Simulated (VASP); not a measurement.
Here is a VASP 6.6.1 calculation.

Contents of INCAR:

```
SYSTEM = Al
PREC = Accurate
ENCUT = 520
EDIFF = 1E-7
ISMEAR = -1
SIGMA = 0.05
LREAL = .False.
LASPH = .True.
NELM = 150
ALGO = Normal
ISIF = 2
LWAVE = .False.
LCHARG = .True.
LNONCOLLINEAR = .True.
MAGMOM = 0.289 0.289 0.289
LORBIT = 11
GGA = RP
LVHAR = .True.
NBANDS = 14
```

Contents of KPOINTS:

```
regular mesh
0
Gamma
  8 8 8
  0 0 0
```

POSCAR

```
Al
1.0
    0.0000000000      2.0248050000      2.0248050000
    2.0248050000      0.0000000000      2.0248050000
    2.0248050000      2.0248050000      0.0000000000
Al
1
Direct
    0.0000000000      0.0000000000      0.0000000000
```

Potentials or basis: VASP PAW PBE potentials, release 64 (Al).

Command:

```console
$ cat potpaw_PBE.64/Al/POTCAR > POTCAR
$ mpirun -np 1 vasp_ncl > vasp.out
```

(1) Estimate the band gap on the k mesh.

(2) Predict the pressure.

(3) Predict the net moment.

Results:

(1) zero (band 3 reaches 20.59 eV, above the bottom of band 4 at 3.68 eV).

(2) 0.9 GPa.

(3) 0.00 μB per cell.

Caveat: the PAW data sets were made with another functional, which shifts forces and pressure a little.
